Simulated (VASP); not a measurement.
Wanted: the native input for a VASP 6.6.1 run.

| Property | Result |
| --- | --- |
| Task | relaxation of cell and atoms |
| Functional | r2SCAN |
| Potentials or basis | VASP PAW PBE potentials, release 64 (Hf_pv, N) |
| Cutoff | 600 eV |
| k mesh | 14 × 14 × 14 |
| Occupations | gaussian, width 0.1 eV |
| Spin | no spin polarisation |
| Dipole correction | no |
| Further INCAR settings | ALGO = Normal; EDIFF = 1e-06; IBRION = 2; EDIFFG = -0.005; NSW = 100; ISIF = 3 |

Crystal: HfN.

```xyz
2
Lattice="0.0000 2.4548 2.4548 2.4548 0.0000 2.4548 2.4548 2.4548 0.0000" Properties=species:S:1:pos:R:3 pbc="T T T"
Hf    0.0000    0.0000    0.0000
N     3.6822    3.6822    3.6822
```

One way to write it, as run:

POSCAR

```
HfN
1.0
    0.0000000000      2.4548220000      2.4548220000
    2.4548220000      0.0000000000      2.4548220000
    2.4548220000      2.4548220000      0.0000000000
Hf N
1 1
Direct
    0.0000000000      0.0000000000      0.0000000000
    0.7500000000      0.7500000000      0.7500000000
```

INCAR.step1

```
  PREC = Accurate
  ENCUT = 600
  ISMEAR = 0
  SIGMA = 0.1
  LREAL = False
  LASPH = True
  NELM = 60
  GGA = PE
  ALGO = Normal
  EDIFF = 1E-4
  LWAVE = True
  LCHARG = False
```

INCAR.step2

```
  PREC = Accurate
  ENCUT = 600
  EDIFF = 1E-6
  ISMEAR = 0
  SIGMA = 0.1
  LREAL = False
  LASPH = True
  NELM = 60
  ALGO = Normal
  ISIF = 3
  LWAVE = False
  LCHARG = False
  METAGGA = R2SCAN
  LMIXTAU = True
  IBRION = 2
  NSW = 100
  EDIFFG = -0.005
  ISTART = 1
```

KPOINTS

```
Automatic mesh
0
Gamma
  14 14 14
```

Potentials or basis: VASP PAW PBE potentials, release 64 (Hf_pv, N).

Command:

```bash
$ cat potpaw_PBE.64/Hf_pv/POTCAR potpaw_PBE.64/N/POTCAR > POTCAR
$ cp INCAR.step1 INCAR
$ mpirun -np 1 vasp_std > vasp.out
$ cp INCAR.step2 INCAR
$ mpirun -np 1 vasp_std > vasp.out
```

It gave:

```json
{
  "Relaxed volume": "14.54 Å³/atom",
  "Relaxed cell": "a = 3.452 Å, b = 3.452 Å, c = 3.452 Å, α = 60.00°, β = 60.00°, γ = 60.00°",
  "Space group after relaxing (to 0.1 Å)": "F-43m (No. 216)",
  "Energy gained by relaxing": "2.8 meV/atom",
  "Ionic steps": "3",
  "Pressure after relaxing": "0.0 GPa",
  "Band gap on the k mesh": "zero (an odd number of electrons rules out a gap without spin polarisation)"
}
```

Caveat: the PAW data sets were made with another functional, which shifts forces and pressure a little; spin-orbit coupling is left out, which moves the levels of the heavy elements.

It took 2.9 min on 1 thread of Intel(R) Xeon(R) 6975P-C (Granite Rapids) (shared host), peak memory 0.21 GiB.
